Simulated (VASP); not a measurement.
# In in VASP: further runs

In is run at these levels: LDA; tasks: single point, relaxation of the atoms.

Program: VASP 6.6.1. These are calculated values, not measurements. Logs are shortened: lines on timing, memory, paths and dates and some standing lists are left out, and cuts for length are marked.

**1. The cell of the first run**

The cell holds a slab with vacuum, 5 atoms: a = 3.252 Å, b = 3.378 Å, c = 27.871 Å, α = 90.00°, β = 90.00°, γ = 118.78°.

**2. Single point, LDA**

Input file INCAR:

```
PREC = Accurate
ENCUT = 400
EDIFF = 1E-6
ISMEAR = 0
SIGMA = 0.1
LREAL = False
LASPH = True
NELM = 120
ALGO = Normal
ISIF = 2
LWAVE = False
LCHARG = False
LDIPOL = True
IDIPOL = 3
DIPOL = 0.5 0.5 0.492
NBANDS = 40
ISYM = 0
GGA_COMPAT = False
NELMDL = -8
KPAR = 4
```

Input file KPOINTS:

```
regular mesh
0
Gamma
  25 24 1
```

Input file POSCAR:

```
In
1.0
    3.2523000000      0.0000000000      0.0000000000
   -1.6261500000      2.9605392100      0.0000000000
    0.0000000000      0.0000000000     27.8710300479
In
5
Direct
    0.3017029600      0.6034059200      0.3049761701
    0.6034059200      0.2068118400      0.4024880902
    0.9411243583      0.8822487165      0.4933895593
    0.2769683526      0.5539367052      0.5838538467
    0.6113705413      0.2227410826      0.6767524210
```

Potentials or basis: VASP PAW LDA potentials, release 64 (In_d).

Launch:

```console
> cat potpaw_LDA.64/In_d/POTCAR > POTCAR
> mpirun -np 4 vasp_std > vasp.out
```

OUTCAR:

```text
PREC = Accurate
   ENCUT = 400
   EDIFF = 1E-6
   ISMEAR = 0
   LREAL = False
   LASPH = True
   NELM = 120
   ISIF = 2
   ISYM = 0
   NELMDL = -8

 ion  position               nearest neighbor table
   1  0.302  0.603  0.305-   2 3.25   2 3.38   2 3.38
   2  0.603  0.207  0.402-   3 3.16   3 3.16   3 3.23   1 3.25   1 3.38   1 3.38
   3  0.941  0.882  0.493-   4 3.15   4 3.15   2 3.16   2 3.16   4 3.21   2 3.23
   4  0.277  0.554  0.584-   3 3.15   3 3.15   5 3.21   5 3.21   3 3.21   5 3.26
   5  0.611  0.223  0.677-   4 3.21   4 3.21   4 3.26

IMPORTANT INFORMATION: All symmetrisations will be switched off!
NOSYMM: (Re-)initialisation of all symmetry stuff for point group C_1.

----------------------------------------------------------------------------------------

                                     Primitive cell

  volume of cell :     268.3579

  direct lattice vectors                    reciprocal lattice vectors
     3.252300000  0.000000000  0.000000000     0.307474710  0.168888153  0.000000000
    -1.626150000  2.960539210  0.000000000     0.000000000  0.337776307  0.000000000
     0.000000000  0.000000000 27.871030048     0.000000000  0.000000000  0.035879549

  length of vectors
     3.252300000  3.377744253 27.871030048     0.350804655  0.337776307  0.035879549

  position of ions in fractional coordinates (direct lattice)
     0.301702960  0.603405920  0.304976170
     0.603405920  0.206811840  0.402488090
     0.941124358  0.882248717  0.493389559
     0.276968353  0.553936705  0.583853847
     0.611370541  0.222741083  0.676752421

  ion indices of the primitive-cell ions
   primitive index   ion index
                 1           1
                 2           2
                 3           3
                 4           4
                 5           5

----------------------------------------------------------------------------------------

 KPOINTS: regular mesh

Automatic generation of k-mesh.
 Grid dimensions read from file:
 generate k-points for:   25   24    1

 Generating k-lattice:

  Cartesian coordinates                     Fractional coordinates (reciprocal lattice)
     0.012298988  0.006755526  0.000000000     0.040000000  0.000000000  0.000000000
     0.000000000  0.014074013  0.000000000     0.000000000  0.041666667  0.000000000
     0.000000000  0.000000000  0.035879549     0.000000000  0.000000000  1.000000000

  Length of vectors
     0.014032186  0.014074013  0.035879549

  Shift w.r.t. Gamma in fractional coordinates (k-lattice)
     0.000000000  0.000000000  0.000000000

 -----------------------------------------------------------------------------
|                                                                             |
|           W    W    AA    RRRRR   N    N  II  N    N   GGGG   !!!           |
|           W    W   A  A   R    R  NN   N  II  NN   N  G    G  !!!           |
|           W    W  A    A  R    R  N N  N  II  N N  N  G       !!!           |
|           W WW W  AAAAAA  RRRRR   N  N N  II  N  N N  G  GGG   !            |
|           WW  WW  A    A  R   R   N   NN  II  N   NN  G    G                |
|           W    W  A    A  R    R  N    N  II  N    N   GGGG   !!!           |
|                                                                             |
|     Your reciprocal lattice and k-lattice belong to different lattice       |
|     classes:                                                                |
|                                                                             |
|        The reciprocal lattice is base centered orthorhombic,                |
|        whereas your k-lattice is simple monoclinic.                         |
|                                                                             |
|     Results are often still useful ...                                      |
|                                                                             |
 -----------------------------------------------------------------------------

 WARNING: IBZKPT: internal override: KBLOWUP is changed to .FALSE.
      ... skipping the blow-up phase ...

 Subroutine IBZKPT returns following result:
 ===========================================

 Found    301 irreducible k-points:

 Following reciprocal coordinates:
            Coordinates               Weight
  0.000000  0.000000  0.000000      1.000000
  0.040000 -0.000000  0.000000      2.000000
  0.080000 -0.000000  0.000000      2.000000
  0.120000 -0.000000  0.000000      2.000000
  0.160000 -0.000000  0.000000      2.000000
  0.200000  0.000000  0.000000      2.000000
[... 16 lines left out ...]
  0.360000  0.041667  0.000000      2.000000
  0.400000  0.041667  0.000000      2.000000
 [... further k-points ...]
   k-points           NKPTS =    301   k-points in BZ     NKDIM =    301   number of bands    NBANDS=     40
   number of dos      NEDOS =    301   number of ions     NIONS =      5
   total plane-waves  NPLWV = 110592
   dimension x,y,z NGX =    24 NGY =   24 NGZ =  192
   dimension x,y,z NGXF=    48 NGYF=   48 NGZF=  384
   ions per type =               5
   NGX,Y,Z   is equivalent  to a cutoff of  12.27, 11.81, 11.45 a.u.
   NGXF,Y,Z  is equivalent  to a cutoff of  24.54, 23.62, 22.90 a.u.
 SYSTEM =  unknown system
   PREC   = accura    normal or accurate (medium, high low for compatibility)
   ISTART =      0    job   : 0-new  1-cont  2-samecut
   ICHARG =      2    charge: 1-file 2-atom 10-const
   ISPIN  =      1    spin polarized calculation?
   LNONCOLLINEAR =      F non collinear calculations
   LSORBIT =      F    spin-orbit coupling
   LASPH  =      T    aspherical Exc in radial PAW
   ENCUT  =  400.0 eV  29.40 Ry    5.42 a.u.   5.30  5.51 45.45*2*pi/ulx,y,z
   NELM   =    120;   NELMIN=  2; NELMDL= -8     # of ELM steps
   EDIFF  = 0.1E-05   stopping-criterion for ELM
   LREAL  =      F    real-space projection
   EDIFFG = 0.1E-04   stopping-criterion for IOM
   NSW    =      0    number of steps for IOM
   IBRION =     -1    ionic relax: 0-MD 1-quasi-New 2-CG
   NFREE  =      0    steps in history (QN), initial steepest desc. (CG)
   ISIF   =      2    stress and relaxation
   ISYM   =      0    0-nonsym 1-usesym 2-fastsym
   POTIM  = 0.5000    time-step for ionic-motion
   TEBEG  =    0.0;   TEEND  =   0.0 temperature during run
   PSTRESS=    0.0 pullay stress
   NELECT =      65.0000    total number of electrons
   NUPDOWN=      -1.0000    fix difference up-down
   EMIN   =  10.00;   EMAX   =-10.00  energy-range for DOS
   EFERMI =   0.00;   METHOD = LEGACY
   ISMEAR =     0;   SIGMA  =   0.10  broadening in eV -4-tet -1-fermi 0-gaus
   EFERMI_NEDOS =   21; number of points for ismear=-14 and -15
   IALGO  =     38    algorithm
   IMIX   =      4    mixing-type and parameters
     AMIX     =   0.40;   BMIX     =  1.00
     AMIX_MAG =   1.60;   BMIX_MAG =  1.00
  volume/ion in A,a.u.               =      53.67       362.19
  Fermi-wavevector in a.u.,A,eV,Ry     =   1.020488  1.928442 14.169043  1.041395
  Thomas-Fermi vector in A             =   2.154060
   LORBIT       =      0    0 simple, 1 ext, 2 COOP (PROOUT), +10 PAW based schemes
   GGA     = CA    functional components
   LHFCALC =     F    Hartree Fock is set to
   AEXX    =    0.0000 exact exchange contribution
   IVDW    =     0    specifies the selected vdW correction
   LEPSILON=     F    determine dielectric tensor
   LRPA    =     F    only Hartree local field effects (RPA)
 non-spin polarized calculation
 Gauss-broadening in eV      SIGMA  =   0.10
  energy-cutoff  :      400.00
  volume of cell :      268.36
 maximum number of plane-waves:      4959
 NGX is ok and might be reduce to    24
   NGX = 11   NGY = 11   NGZ = 91

 dipolmoment           0.000000      0.000000     -0.162500 electrons x Angstroem

 number of electron      64.9999997 magnetization

 dipolmoment           0.000000      0.000000      0.003577 electrons x Angstroem

 Free energy of the ion-electron system (eV)
  ---------------------------------------------------
  ext. energy  EPLUGINS =         0.00000000
  ---------------------------------------------------
  free energy    TOTEN  =       -15.47273267 eV

  energy without entropy =      -15.46224183  energy(sigma->0) =      -15.46748725

 E-fermi :   1.4210     XC(G=0):  -5.6048

 val. band max:        1.4170749995   @ k =   0.3200   0.1250   0.0000
 cond. band min:       1.4270184835   @ k =  -0.4000   0.4583   0.0000
 fundamental gap:      0.0099434840
 Fermi energy:         1.4210271366

 k-point     1 :       0.0000    0.0000    0.0000
  band No.  band energies     occupation
      1     -13.2847      2.00000
      2     -13.2466      2.00000
      3     -13.2206      2.00000
      4     -13.2063      2.00000
      5     -13.1866      2.00000
      6     -13.1685      2.00000
[... 32 lines left out ...]
     39       9.0044      0.00000
     40       9.2380      0.00000

 k-point     2 :       0.0400   -0.0000    0.0000
  band No.  band energies     occupation
      1     -13.2805      2.00000
      2     -13.2445      2.00000
      3     -13.2183      2.00000
      4     -13.2054      2.00000
      5     -13.1894      2.00000
      6     -13.1672      2.00000
[... 32 lines left out ...]
     39       8.8043      0.00000
     40       9.2002      0.00000

 k-point     3 :       0.0800   -0.0000    0.0000
  band No.  band energies     occupation
      1     -13.2698      2.00000
      2     -13.2408      2.00000
      3     -13.2147      2.00000
      4     -13.2036      2.00000
      5     -13.1912      2.00000
      6     -13.1629      2.00000
[... 32 lines left out ...]
     39       8.2851      0.00000
     40       8.4363      0.00000

 k-point     4 :       0.1200   -0.0000    0.0000
  band No.  band energies     occupation
      1     -13.2623      2.00000
      2     -13.2393      2.00000
      3     -13.2115      2.00000
      4     -13.2016      2.00000
      5     -13.1854      2.00000
      6     -13.1563      2.00000
[... 32 lines left out ...]
     39       7.5533      0.00000
     40       7.7791      0.00000
[... 772 lines left out ...]
     39       5.5077      0.00000
     40       5.9157      0.00000

 k-point    23 :       0.3600    0.0417    0.0000
  band No.  band energies     occupation
      1     -13.3983      2.00000
      2     -13.3024      2.00000
      3     -13.2679      2.00000
      4     -13.2434      2.00000
      5     -13.2132      2.00000
      6     -13.1965      2.00000
[... 32 lines left out ...]
     39       5.5902      0.00000
     40       5.7646      0.00000

 k-point    24 :       0.4000    0.0417    0.0000
  band No.  band energies     occupation
      1     -13.4130      2.00000
      2     -13.3144      2.00000
      3     -13.2806      2.00000
      4     -13.2560      2.00000
      5     -13.2186      2.00000
      6     -13.2024      2.00000
[... 32 lines left out ...]
     39       5.4120      0.00000
     40       5.7303      0.00000

 [... further k-points ...]

------------------------ aborting loop because EDIFF is reached ----------------------------------------

 vacuum level on the upper side and lower side of the slab       (xc-potential included)        -0.121        -0.188

  FORCE on cell =-STRESS in cart. coord.  units (eV):
  Direction    XX          YY          ZZ          XY          YZ          ZX
  --------------------------------------------------------------------------------------
  -------------------------------------------------------------------------------------
  Total       -1.5883688     -2.2382446     -0.5837792     -0.0401711     -0.0938546     -0.0085559
  in kB       -9.4830378    -13.3629912     -3.4853368     -0.2398337     -0.5603404     -0.0510811
  external PRESSURE =      -8.7771219 kB  Pullay stress =       0.0000000 kB

 VOLUME and BASIS-vectors are now :
 -----------------------------------------------------------------------------
  energy-cutoff  :      400.00
  volume of cell :      268.36
      direct lattice vectors                 reciprocal lattice vectors
     3.252300000  0.000000000  0.000000000     0.307474710  0.168888153  0.000000000
    -1.626150000  2.960539210  0.000000000     0.000000000  0.337776307  0.000000000
     0.000000000  0.000000000 27.871030048     0.000000000  0.000000000  0.035879549

 POSITION                                       TOTAL-FORCE (eV/Angst)
 -----------------------------------------------------------------------------------
      0.00000      1.78641      8.50000         0.000649     -0.009246      0.186372
      1.62615      0.61227     11.21776         0.000155      0.024997     -0.179257
      1.62615      2.61193     13.75128         0.000155     -0.003329     -0.017022
      0.00000      1.63995     16.27261        -0.000053      0.007035      0.015152
      1.62615      0.65943     18.86179        -0.000906     -0.019457     -0.005245
 -----------------------------------------------------------------------------------
    total drift:                               -0.000003     -0.000904      0.001041

  FREE ENERGIE OF THE ION-ELECTRON SYSTEM (eV)
  ---------------------------------------------------
  free  energy   TOTEN  =       -15.4727326716 eV

  energy  without entropy=      -15.4622418271  energy(sigma->0) =      -15.46748725

 vacuum level on the upper side and lower side of the slab         5.455         5.387
```

Wall time 16 min (4 MPI ranks of Intel Xeon 6975P-C (Granite Rapids), shared host); peak memory 1.4 GiB.

Results:

```
Free energy            : -15.4727 eV
Largest force          : 0.187 eV/Å
Band gap on the k mesh : zero (an odd number of electrons rules out a gap without spin polarisation)
```

Forces in eV/Å, atoms in the order of the input:
```
In   0.001 -0.009  0.186
In   0.000  0.025 -0.179
In   0.000 -0.003 -0.017
In   0.000  0.007  0.015
In  -0.001 -0.019 -0.005
```

Caveat: spin-orbit coupling is left out, which moves the levels of the heavy elements.

**3. Relaxation of the atoms, LDA**

Input file INCAR:

```
PREC     = Accurate       # precision mode
ENCUT    = 450            # plane-wave cutoff, eV
EDIFF    = 1E-7           # SCF threshold, eV
ISMEAR   = 0              # smearing method
SIGMA    = 0.1            # smearing width, eV
LREAL    = F              # projectors in reciprocal space
LASPH    = T              # aspherical terms in the spheres
NELM     = 120            # most SCF steps
ALGO     = Normal         # electronic algorithm
ISIF     = 2              # what is computed and relaxed
LWAVE    = F              # write WAVECAR
LCHARG   = F              # write CHGCAR
LDIPOL   = T            
IDIPOL   = 3            
DIPOL    = 0.5 0.5 0.500
IBRION   = 2              # ionic algorithm
NSW      = 60             # ionic steps
EDIFFG   = -0.04          # ionic threshold
GGA_COMPAT= F            
NELMIN   = 4            
NELMDL   = -8           
KPAR     = 4
```

Input file KPOINTS:

```
Automatic mesh
0
Gamma
  9 9 1
```

Input file POSCAR:

```
In
1.0
    3.2523000000      0.0000000000      0.0000000000
   -1.6261500000      2.9605392100      0.0000000000
    0.0000000000      0.0000000000     27.8710300479
In
5
Selective dynamics
Direct
    0.3017029600      0.6034059200      0.3049761701  F F F
    0.6034059200      0.2068118400      0.4024880902  F F F
    0.9051088800      0.8102177600      0.5000000000  T T T
    0.2068118400      0.4136236800      0.5975119098  T T T
    0.5085148000      0.0170296000      0.6950238299  T T T
```

Potentials or basis: VASP PAW LDA potentials, release 64 (In_d).

Launch:

```console
> cat potpaw_LDA.64/In_d/POTCAR > POTCAR
> mpirun -np 4 vasp_std > vasp.out
```

Run time: 32 min. Hardware: 4 MPI ranks of Oxide Virtual Turin-like, shared host; peak memory 0.33 GiB.

The run converged. Its results:

```yaml
Free_energy: -15.4554 eV
Energy_gained_by_relaxing: 8.7 meV/atom
Ionic_steps: 13
Band_gap_on_the_k_mesh: zero (an odd number of electrons rules out a gap without spin polarisation)
```

The path:
```tsv
step	energy change (eV)	largest force on free atoms (eV/Å)	pressure (GPa)
1	0.0000	0.1358	-1.59
2	-0.0010	0.1323	-1.58
3	-0.0040	0.1208	-1.55
4	-0.0095	0.0947	-1.51
5	-0.0179	0.1275	-1.41
6	-0.0208	0.2198	-1.14
7	-0.0223	0.1795	-1.21
8	-0.0250	0.1522	-1.18
9	-0.0312	0.1396	-1.13
10	-0.0339	0.2384	-1.00
11	-0.0345	0.2074	-1.05
12	-0.0393	0.1428	-1.01
13	-0.0435	0.0159	-0.92
```

Final structure:
```cif
data_structure
_symmetry_space_group_name_H-M 'P 1'
_symmetry_Int_Tables_number 1
_cell_length_a 3.2523
_cell_length_b 3.3777
_cell_length_c 27.8710
_cell_angle_alpha 90.000
_cell_angle_beta 90.000
_cell_angle_gamma 118.779
_cell_volume 268.36
loop_
_atom_site_label
_atom_site_type_symbol
_atom_site_fract_x
_atom_site_fract_y
_atom_site_fract_z
_atom_site_occupancy
In1 In 0.30170 0.60341 0.30498 1
In2 In 0.60341 0.20681 0.40249 1
In3 In 0.90231 0.80463 0.49448 1
In4 In 0.21690 0.43379 0.58589 1
In5 In 0.50966 0.01932 0.67978 1
```

Levels at points of the mesh, in eV from the Fermi level:
| k point | band 28 | band 29 | band 30 | band 31 | band 32 | band 33 | band 34 | band 35 | band 36 | band 37 |
| --- | --- | --- | --- | --- | --- | --- | --- | --- | --- | --- |
| (0.00, 0.00, 0.00) | -7.94 | -6.67 | -4.89 | -2.50 | -0.33 | 1.83 | 3.49 | 4.24 | 4.48 | 5.83 |

Caveat: spin-orbit coupling is left out, which moves the levels of the heavy elements.

The gap in the log of VASP goes by the Fermi energy; the results here count the filled bands.